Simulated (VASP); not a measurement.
Rb: single point with RPBE

The system is Rb.

```
CELL_PARAMETERS angstrom
4.78063 0.00000 0.00000
0.00000 4.78063 0.00000
0.00000 0.00000 4.78063
ATOMIC_POSITIONS crystal
Rb 0.00000 0.00000 0.00000
```

This isn't the form of Rb at room conditions, which is bcc.

```json
{
  "Program": "VASP 6.6.1",
  "Task": "single point",
  "Functional": "RPBE",
  "Potentials or basis": "VASP PAW PBE potentials, release 64 (Rb_sv)",
  "Cutoff": "520 eV",
  "k mesh": "11 × 11 × 11",
  "Occupations": "fermi-dirac, width 0.1 eV",
  "Spin": "no spin polarisation"
}
```

```yaml
Pressure: 0.0 GPa
Band_gap_on_the_k_mesh: zero (an odd number of electrons rules out a gap without spin polarisation)
```

Levels at points of the mesh, in eV from the Fermi level:
```tsv
k point	band 1	band 2	band 3	band 4	band 5	band 6	band 7	band 8	band 9	band 10
(0.00, 0.00, 0.00)	-29.19	-13.24	-13.24	-13.24	-1.73	2.36	2.36	5.31	5.31	5.31
```

It took 32 s on 1 thread of Intel(R) Xeon(R) Platinum 8488C (Sapphire Rapids), on a shared host, peak memory 0.23 GiB.

Caveat: the PAW data sets were made with another functional, which shifts forces and pressure a little.
